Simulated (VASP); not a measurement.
Here is a VASP 6.6.1 calculation.

The input INCAR:

```
SYSTEM = KBr
ALGO     = Normal         ! electronic algorithm
EDIFF    = 1E-6           ! SCF threshold, eV
ENCUT    = 520            ! plane-wave cutoff, eV
GGA      = PE             ! functional
ISIF     = 2              ! what is computed and relaxed
ISMEAR   = 0              ! smearing method
LASPH    = .True.         ! aspherical terms in the spheres
LCHARG   = .False.        ! write CHGCAR
LREAL    = .False.        ! projectors in reciprocal space
LWAVE    = .False.        ! write WAVECAR
NBANDS   = 15             ! bands
NELM     = 80             ! most SCF steps
PREC     = Accurate       ! precision mode
SIGMA    = 0.1            ! smearing width, eV
```

The input KPOINTS:

```
k-points
0
Gamma
  6 6 4
  0 0 0
```

File POSCAR:

```
KBr
1.0
    4.0853642600      0.0000000000      0.0000000000
   -2.0426821300      3.5380292300      0.0000000000
    0.0000000000      0.0000000000      5.9307425600
K Br
1 1
Direct
    0.0000000000      0.0000000000      0.5000000000
    0.0000000000      0.0000000000      0.0000000000
```

Potentials or basis: VASP PAW PBE potentials, release 64 (K_sv, Br).

Run with:

```console
$ cat potpaw_PBE.64/K_sv/POTCAR potpaw_PBE.64/Br/POTCAR > POTCAR
$ mpirun -np 1 vasp_std > vasp.out
```

Predict the pressure.

1.5 GPa.

What does it give for the band gap on the k mesh?

0.88 eV.

Stress tensor (GPa, compression positive):
```
 3.40  0.00  0.00
 0.00  3.40  0.00
 0.00  0.00 -2.34
```

Caveat: the stress differs along the axes, from -2 to 3 GPa. A k mesh can miss the band edges.
